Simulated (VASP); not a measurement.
Here is a VASP 6.6.1 calculation.

INCAR

```
ALGO = Normal
EDIFF = 1E-7
EDIFFG = -0.04
ENCUT = 570
GGA = PE
GGA_COMPAT = False
IBRION = 2
ISIF = 3
ISMEAR = 0
LASPH = True
LCHARG = False
LREAL = False
LWAVE = False
NELM = 120
NELMIN = 4
NSW = 90
PREC = Accurate
SIGMA = 0.1
```

KPOINTS

```
k-points
0
Gamma
  4 4 2
```

File POSCAR:

```
PtS2
1.0
    4.2935069400      0.0000000000      0.0000000000
    0.0000000000      4.2935069400      0.0000000000
    0.0000000000      0.0000000000      8.4010566100
Pt S
2 4
Direct
    0.0000000000      0.0000000000      0.0000000000
    0.5000000000      0.5000000000      0.5000000000
    0.6914268400      0.3085731600      0.0000000000
    0.3085731600      0.6914268400      0.0000000000
    0.1914268400      0.1914268400      0.5000000000
    0.8085731600      0.8085731600      0.5000000000
```

Potentials or basis: VASP PAW PBE potentials, release 64 (Pt_sv_GW, S).

Command:

```console
$ cat potpaw_PBE.64/Pt_sv_GW/POTCAR potpaw_PBE.64/S/POTCAR > POTCAR
$ mpirun -np 1 vasp_std > vasp.out
```

(1) Predict the band gap on the k mesh.

(2) What does it give for the relaxed cell?

(3) What does it give for the relaxed volume?

Results:

(1) zero (bands 30 and 31 overlap by 0.29 eV).

(2) a = 5.484 Å, b = 5.484 Å, c = 3.792 Å, α = 90.00°, β = 90.00°, γ = 90.00°.

(3) 19.01 Å³/atom.

Caveat: the k points lie up to 0.83 Å⁻¹ apart in the final cell, too coarse for converged energies, forces and pressures; the volume moved by over 15 % at a fixed basis, so the end points are rough; spin-orbit coupling is left out, which moves the levels of the heavy elements.
